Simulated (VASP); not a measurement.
Here is a VASP 6.6.1 calculation.

The input INCAR:

```
SYSTEM = SiAgBr6
  ALGO = Normal
  EDIFF = 1E-6
  EDIFFG = -0.01
  ENCUT = 600
  GGA = PE
  IBRION = 2
  ISIF = 3
  ISMEAR = 0
  LASPH = .TRUE.
  LCHARG = .FALSE.
  LREAL = .FALSE.
  LWAVE = .FALSE.
  NELM = 100
  NSW = 100
  PREC = Accurate
  SIGMA = 0.1
```

Contents of KPOINTS:

```
k-points
0
G
  6 6 6
  0 0 0
```

File POSCAR:

```
SiAgBr6
1.0
    0.0000000000      5.2351819272      5.2351819272
    5.2351819272      0.0000000000      5.2351819272
    5.2351819272      5.2351819272      0.0000000000
Si Ag Br
1 1 6
Direct
    0.5000000000      0.5000000000      0.5000000000
    0.0000000000      0.0000000000      0.0000000000
    0.7310903620      0.2689096380      0.2689096380
    0.2689096380      0.7310903620      0.2689096380
    0.2689096380      0.2689096380      0.7310903620
    0.2689096380      0.7310903620      0.7310903620
    0.7310903620      0.2689096380      0.7310903620
    0.7310903620      0.7310903620      0.2689096380
```

Potentials or basis: VASP PAW PBE potentials, release 64 (Si, Ag, Br).

Command:

```bash
$ cat potpaw_PBE.64/Si/POTCAR potpaw_PBE.64/Ag/POTCAR potpaw_PBE.64/Br/POTCAR > POTCAR
$ mpirun -np 1 vasp_std > vasp.out
```

**Question.** What does it give for the space group after relaxing (to 0.05 Å)?

**Answer.** Fm-3m (No. 225).

**Question.** Predict the relaxed volume.

**Answer.** 36.31 Å³/atom.

**Question.** Estimate the relaxed cell.

**Answer.** a = 7.434 Å, b = 7.434 Å, c = 7.434 Å, α = 60.00°, β = 60.00°, γ = 60.00°.

Step by step:
```tsv
step	energy change (eV)	largest force (eV/Å)	pressure (GPa)	volume (Å³)
1	0.0000	0.0347	0.17	286.96
2	-0.0014	0.0459	0.04	288.56
3	-0.0017	0.0552	-0.07	289.88
4	-0.0026	0.0199	-0.04	290.31
5	-0.0027	0.0031	-0.02	290.52
```

Caveat: an odd number of electrons without spin polarisation forces a metal; a magnetic or distorted state may lie lower.
